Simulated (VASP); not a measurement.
Input of a VASP 6.6.1 run:

File POSCAR:

```
O
1.0
    1.7755910000      0.0000000000      0.0000000000
    0.0000000000      1.7755910000      0.0000000000
    0.0000000000      0.0000000000      3.0530510000
O
1
Direct
    0.0000000000      0.0000000000      0.0000000000
```

The input INCAR.step1:

```
SYSTEM = O
PREC     = Accurate       ! precision mode
ENCUT    = 520            ! plane-wave cutoff, eV
ISMEAR   = 1              ! smearing method
SIGMA    = 0.1            ! smearing width, eV
LREAL    = .False.        ! projectors in reciprocal space
LASPH    = .True.         ! aspherical terms in the spheres
NELM     = 100            ! most SCF steps
NBANDS   = 9              ! bands
GGA      = PE             ! functional
ALGO     = Normal         ! electronic algorithm
EDIFF    = 1E-4           ! SCF threshold, eV
LWAVE    = .True.         ! write WAVECAR
LCHARG   = .False.        ! write CHGCAR
```

INCAR.step2

```
SYSTEM = O
PREC     = Accurate       ! precision mode
ENCUT    = 520            ! plane-wave cutoff, eV
EDIFF    = 1E-7           ! SCF threshold, eV
ISMEAR   = 1              ! smearing method
SIGMA    = 0.1            ! smearing width, eV
LREAL    = .False.        ! projectors in reciprocal space
LASPH    = .True.         ! aspherical terms in the spheres
NELM     = 100            ! most SCF steps
ALGO     = Normal         ! electronic algorithm
ISIF     = 2              ! what is computed and relaxed
LWAVE    = .False.        ! write WAVECAR
LCHARG   = .False.        ! write CHGCAR
METAGGA  = R2SCAN         ! meta-GGA
LMIXTAU  = .True.       
NBANDS   = 9              ! bands
ISTART   = 1
```

KPOINTS

```
regular mesh
0
Gamma
  16 16 9
  0 0 0
```

Potentials or basis: VASP PAW PBE potentials, release 64 (O).

Launch:

```sh
$ cat potpaw_PBE.64/O/POTCAR > POTCAR
$ cp INCAR.step1 INCAR
$ mpirun -np 1 vasp_std > vasp.out
$ cp INCAR.step2 INCAR
$ mpirun -np 1 vasp_std > vasp.out
```

(1) What does it give for the band gap on the k mesh?

(2) Estimate the pressure.

Answers

(1) zero (band 3 reaches 4.35 eV, above the bottom of band 4 at -1.29 eV).

(2) 0.4 GPa.

Caveat: the PAW data sets were made with another functional, which shifts forces and pressure a little.
